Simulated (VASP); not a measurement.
Write the native input for VASP 6.6.1 that does the following.

- Task: single point
- Functional: PBE
- Dispersion: D3(BJ)
- Potentials or basis: VASP PAW PBE potentials, release 64 (C, O, H)
- Cutoff: 520 eV
- k mesh: 1 × 1 × 1
- Occupations: fermi-dirac, width 0.02 eV
- Spin: no spin polarisation
- Dipole correction: no
- Further INCAR settings: LREAL = Auto; ALGO = Normal; EDIFF = 1e-06; NBANDS = 63

The structure of H10C6O lies in POSCAR:

```
H10C6O
1.0
    7.2380700000      0.0000000000      0.0000000000
    0.0000000000      7.2380700000      0.0000000000
    0.0000000000      0.0000000000      7.2380700000
C O H
12 2 20
Direct
    0.0491014870      0.6866333152      0.2193264227
    0.1444722143      0.5081603245      0.2009375427
    0.4760385020      0.0536607134      0.4009494244
    0.6825990906      0.0576120430      0.3608834952
    0.7270860879      0.9297920578      0.8306772385
    0.6598996694      0.8143469184      0.9340335200
    0.1856710421      0.1043510218      0.8455430799
    0.0951220422      0.2402712325      0.8615556357
    0.6583246639      0.3594052006      0.7017478416
    0.7367157267      0.4414989079      0.5759546398
    0.2818430880      0.6468022553      0.5849211185
    0.2853799424      0.6598996694      0.7511256454
    0.3365123576      0.6024672323      0.1386142991
    0.7367986217      0.2171158886      0.2589640609
    0.4211896265      0.4915260560      0.1184017286
    0.1725598122      0.4248784552      0.3240919195
    0.0809469928      0.4389429779      0.0717732766
    0.1124056551      0.8146923144      0.3028293454
    0.0288612848      0.7453782569      0.0791923814
   -0.0805463335      0.6926708363      0.2873832389
    0.7960271177      0.1541433006      0.1488656506
    0.7615289711      0.0385876345      0.5009484573
    0.7425598260     -0.0657219397      0.2984911724
    0.3965145405      0.1609130611      0.3083694963
    0.4164507942     -0.0780871144      0.3950915092
    0.4829187891      0.0941963811      0.5459328246
    0.6157856998      0.7400453436      1.0529188029
    0.7263538485      1.0152844612      0.7102031343
    0.0484245110      0.3834862056      0.8196660159
    0.2332804187     -0.0332132737      0.7907632836
    0.8344627781      0.5388729316      0.5323242246
    0.5705664632      0.3036444798      0.8075080788
    0.3117543765      0.7155084159      0.8990241874
    0.2856009958      0.6984458564      0.4390811363
```

One way to write it, as run:

INCAR

```
SYSTEM = H10C6O
  PREC = Accurate
  ENCUT = 520
  EDIFF = 1E-6
  ISMEAR = -1
  SIGMA = 0.02
  LREAL = Auto
  LASPH = .TRUE.
  NELM = 100
  ALGO = Normal
  ISIF = 2
  LWAVE = .FALSE.
  LCHARG = .TRUE.
  GGA = PE
  IVDW = 12
  LELF = .TRUE.
  LVHAR = .TRUE.
  NBANDS = 63
```

KPOINTS

```
Automatic mesh
0
G
  1 1 1
  0 0 0
```

Potentials or basis: VASP PAW PBE potentials, release 64 (C, O, H).

Command:

```bash
$ cat potpaw_PBE.64/C/POTCAR potpaw_PBE.64/O/POTCAR potpaw_PBE.64/H/POTCAR > POTCAR
$ mpirun -np 1 vasp_gam > vasp.out
```

Results of the run:

The pressure is -0.8 GPa, the largest force is 4.645 eV/Å and the band gap on the k mesh is 4.74 eV. The dispersion energy per atom is -0.050 eV.

Caveat: the k points lie up to 0.87 Å⁻¹ apart.

It used 42 s of CPU time on 1 thread of AMD EPYC 7R13 Processor (Zen 3), with other jobs on the host.
